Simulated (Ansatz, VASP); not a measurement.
**One calculation of BaS, two programs**

File POSCAR:

```
BaS
1.0
    0.0000000000      3.2357778460      3.2357778460
    3.2357778460      0.0000000000      3.2357778460
    3.2357778460      3.2357778460      0.0000000000
Ba S
1 1
Direct
    0.0000000000      0.0000000000      0.0000000000
    0.5000000000      0.5000000000      0.5000000000
```

The input INCAR.step1:

```
SYSTEM = BaS
PREC     = Accurate       ! precision mode
ENCUT    = 520            ! plane-wave cutoff, eV
EDIFF    = 1E-5           ! SCF threshold, eV
ISMEAR   = -1             ! smearing method
SIGMA    = 0.05           ! smearing width, eV
LREAL    = .FALSE.        ! projectors in reciprocal space
LASPH    = .TRUE.         ! aspherical terms in the spheres
NELM     = 80             ! most SCF steps
ALGO     = Normal         ! electronic algorithm
ISIF     = 2              ! what is computed and relaxed
LWAVE    = .TRUE.         ! write WAVECAR
LCHARG   = .FALSE.        ! write CHGCAR
GGA      = PE             ! functional
NBANDS   = 15             ! bands
```

INCAR.step2

```
SYSTEM = BaS
PREC     = Accurate       ! precision mode
ENCUT    = 520            ! plane-wave cutoff, eV
EDIFF    = 1E-6           ! SCF threshold, eV
ISMEAR   = -1             ! smearing method
SIGMA    = 0.05           ! smearing width, eV
LREAL    = .FALSE.        ! projectors in reciprocal space
LASPH    = .TRUE.         ! aspherical terms in the spheres
NELM     = 80             ! most SCF steps
ALGO     = Normal         ! electronic algorithm
ISIF     = 2              ! what is computed and relaxed
LWAVE    = .FALSE.        ! write WAVECAR
LCHARG   = .FALSE.        ! write CHGCAR
GGA      = PE             ! functional
LHFCALC  = .TRUE.         ! exact exchange
AEXX     = 0.25           ! exact-exchange fraction
PRECFOCK = Normal       
ISTART   = 1            
NBANDS   = 15             ! bands
```

KPOINTS

```
Automatic mesh
0
G
  4 4 4
  0 0 0
```

input

```
crystal:
  lattice:
    - [0.0, 3.235777846, 3.235777846]
    - [3.235777846, 0.0, 3.235777846]
    - [3.235777846, 3.235777846, 0.0]
  atoms:
    - { symbol: Ba, position: [0.0, 0.0, 0.0] }
    - { symbol: S, position: [0.5, 0.5, 0.5] }
hamiltonian:
  xc: pbe0
  pseudopotentials: { kind: paw }
kpoints:
  mp_grid: { grid: [4, 4, 4] }
scf:
  occupations: { method: fermi_dirac, width: 0.05 }
output:
  forces: true
  stress: true
  eigenvalues: true
```

Alike in both runs: task single point; functional PBE0; k mesh 4 × 4 × 4; occupations fermi-dirac, width 0.05 eV; no spin polarisation.

|  | VASP | Ansatz |
| --- | --- | --- |
| version | VASP 6.6.1 | Ansatz 0.2.0 |
| potentials or method | VASP PAW PBE potentials, release 64 (Ba_sv, S) | Ansatz PAW |
| plane-wave cutoff (eV) | 520 | 420 |
| valence electrons in the cell | 16 | 16 |

VASP gave:

- gap on the k mesh at the Fermi level (eV): 3.80
- least direct gap on the mesh (eV): 3.98
- pressure (GPa): -0.8

Q: Estimate Ansatz's values.

A: gap on the k mesh at the Fermi level (eV): 3.86; least direct gap on the mesh (eV): 4.02; pressure (GPa): -1.2.

The k mesh is coarse, so the values compare programs but aren't converged. Spin-orbit coupling is off throughout.
